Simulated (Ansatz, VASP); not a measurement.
**One calculation of Pb, two programs**

The input INCAR:

```
SYSTEM = Pb
PREC = Accurate
ENCUT = 500
EDIFF = 1E-6
ISMEAR = -1
SIGMA = 0.05
LREAL = .False.
LASPH = .True.
NELM = 120
ALGO = Normal
ISIF = 2
LWAVE = .False.
LCHARG = .False.
GGA = PE
NBANDS = 13
GGA_COMPAT = .False.
```

KPOINTS

```
Automatic mesh
0
Gamma
  15 15 15
  0 0 0
```

Contents of POSCAR:

```
Pb
1.0
    0.0000000000      2.2324143604      2.2324143604
    2.2324143604      0.0000000000      2.2324143604
    2.2324143604      2.2324143604      0.0000000000
Pb
1
Direct
    0.0000000000      0.0000000000      0.0000000000
```

Input for Ansatz:

```yaml
crystal:
  lattice:
    - [0.0, 2.2324143604, 2.2324143604]
    - [2.2324143604, 0.0, 2.2324143604]
    - [2.2324143604, 2.2324143604, 0.0]
  atoms:
    - { symbol: Pb, position: [0.0, 0.0, 0.0] }
kpoints:
  mp_grid: { grid: [15, 15, 15] }
scf:
  occupations: { method: fermi_dirac, width: 0.05 }
hamiltonian:
  xc: pbe
  pseudopotentials: { kind: paw }
output:
  forces: true
  stress: true
  eigenvalues: true
  write_density: true
  write_potential: true
  elf: true
  volumetric_format: npy
```

Change from the starting cell: volume scaled by 0.695, to set the pressure.

Alike in both runs: task single point; functional PBE; k mesh 15 × 15 × 15; occupations fermi-dirac, width 0.05 eV; no spin polarisation.

|  | VASP | Ansatz |
| --- | --- | --- |
| version | VASP 6.6.1 | Ansatz 0.2.0 |
| potentials or method | VASP PAW PBE potentials, release 64 (Pb_d) | PAW with Ansatz's default frozen-core files, scalar-relativistic |
| plane-wave cutoff (eV) | 500 | 420 |
| valence electrons in the cell | 14 | 14 |

|  | VASP | Ansatz | Ansatz less VASP |
| --- | --- | --- | --- |
| pressure (GPa) | 34.8 | 34.9 | +0.10 |

Both programs put the cell under a high pressure, so it lies far from rest at this level.

Spin-orbit coupling is off throughout.
